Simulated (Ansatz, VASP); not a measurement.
# Two plane-wave programs on LiCl

File POSCAR:

```
LiCl
1.0
    0.0000000000      2.2405242327      3.3607863491
    2.2405242327      0.0000000000      3.3607863491
    2.2405242327      2.2405242327      0.0000000000
Li Cl
1 1
Direct
    0.0000000000      0.0000000000      0.0000000000
    0.5000000000      0.5000000000      0.5000000000
```

File INCAR.step1:

```
PREC = Accurate ; ENCUT = 520
ISMEAR = 0 ; SIGMA = 0.05
LREAL = False ; LASPH = True
NELM = 80 ; NBANDS = 12
GGA = PE ; ALGO = Normal
EDIFF = 1E-4 ; LWAVE = True
LCHARG = False
```

The input INCAR.step2:

```
PREC = Accurate ; ENCUT = 520
EDIFF = 1E-6 ; ISMEAR = 0
SIGMA = 0.05 ; LREAL = False
LASPH = True ; NELM = 80
ALGO = Normal ; ISIF = 2
LWAVE = False ; LCHARG = False
METAGGA = R2SCAN ; LMIXTAU = True
NBANDS = 12 ; ISTART = 1
```

The input KPOINTS:

```
regular mesh
0
Gamma
  8 8 8
```

Input for Ansatz:

```yaml
crystal:
  lattice:
    - [0.0, 2.2405242327, 3.3607863491]
    - [2.2405242327, 0.0, 3.3607863491]
    - [2.2405242327, 2.2405242327, 0.0]
  atoms:
    - { symbol: Li, position: [0.0, 0.0, 0.0] }
    - { symbol: Cl, position: [0.5, 0.5, 0.5] }
basis:
  ecutwfc: 500
kpoints:
  mp_grid: { grid: [8, 8, 8] }
hamiltonian:
  xc: r2scan
scf:
  occupations: { method: gaussian, width: 0.05 }
output:
  forces: true
  stress: true
  eigenvalues: true
```

Alike in both runs: task single point; functional r2SCAN; k mesh 8 × 8 × 8; occupations gaussian, width 0.05 eV; no spin polarisation.

|  | VASP | Ansatz |
| --- | --- | --- |
| version | VASP 6.6.1 | Ansatz 0.2.0 |
| potentials or method | VASP PAW PBE potentials, release 64 (Li_sv, Cl), cutoff 520 eV | scalar-relativistic, plane waves, PAW |
| valence electrons in the cell | 10 | 10 |

Ansatz gave:

```
gap on the k mesh at the Fermi level (eV) : 6.31
least direct gap on the mesh (eV)         : 6.64
```

What did VASP give for the same quantities?

gap on the k mesh at the Fermi level (eV): 6.35; least direct gap on the mesh (eV): 6.65.

VASP's potentials were made for PBE, not for r2SCAN.

Noted on VASP's run: the cutoff is short for stress, so the pressure is rough.
